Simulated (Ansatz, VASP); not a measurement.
# P in VASP and in Ansatz

The input INCAR:

```
ALGO = Normal
EDIFF = 1E-7
ENCUT = 520
GGA = PS
ISIF = 2
ISMEAR = 0
LASPH = True
LCHARG = True
LELF = True
LREAL = False
LVHAR = True
LWAVE = False
NBANDS = 18
NELM = 60
PREC = Accurate
SIGMA = 0.05
```

KPOINTS

```
k-points
0
Gamma
  8 1 6
```

POSCAR

```
P
1.0
    3.1529924317      0.0000000000      0.0000000000
    0.0000000000     33.4797572366      0.0000000000
    0.0000000000      0.0000000000      4.7918629625
P
4
Direct
    0.0000000000      0.9696876239      0.5826201324
    0.0000000000      0.0303123761      0.4173798676
    0.5000000000      0.0303123761      0.0826201324
    0.5000000000      0.9696876239      0.9173798676
```

Input for Ansatz:

```yaml
crystal:
  lattice:
    - [3.1529924317, 0.0, 0.0]
    - [0.0, 33.4797572366, 0.0]
    - [0.0, 0.0, 4.7918629625]
  atoms:
    - { symbol: P, position: [0.0, 0.9696876239, 0.5826201324] }
    - { symbol: P, position: [0.0, 0.0303123761, 0.4173798676] }
    - { symbol: P, position: [0.5, 0.0303123761, 0.0826201324] }
    - { symbol: P, position: [0.5, 0.9696876239, 0.9173798676] }
basis:
  ecutwfc: 420
kpoints:
  mp_grid: { grid: [8, 1, 6] }
hamiltonian:
  xc: pbesol
scf:
  occupations: { method: gaussian, width: 0.05 }
output:
  forces: true
  stress: true
  eigenvalues: true
```

Change from the starting cell: strain -0.040 along x and y, +0.080 along z, atoms carried along.

Alike in both runs: task single point; functional PBEsol; k mesh 8 × 1 × 6; occupations gaussian, width 0.05 eV; no spin polarisation.

```csv
,VASP,Ansatz
version,VASP 6.6.1,Ansatz 0.2.0
potentials or method,"VASP PAW PBE potentials, release 64 (P), cutoff 520 eV","scalar-relativistic, plane waves, PAW"
valence electrons in the cell,20,20
```

Ansatz gave:

| Property | Result |
| --- | --- |
| gap on the k mesh at the Fermi level (eV) | 1.02 |
| least direct gap on the mesh (eV) | 1.19 |
| rms of the force components (eV/Å) | 0.732 |

Problem. Which values does VASP return?

Solution. gap on the k mesh at the Fermi level (eV): 1.05; least direct gap on the mesh (eV): 1.22; rms of the force components (eV/Å): 0.729.

VASP's potentials were made for PBE, not for PBEsol. Atom by atom the forces differ by 0.014 eV/Å (rms over components). With one functional, cell and mesh, what is left measures potentials, basis and numerics.
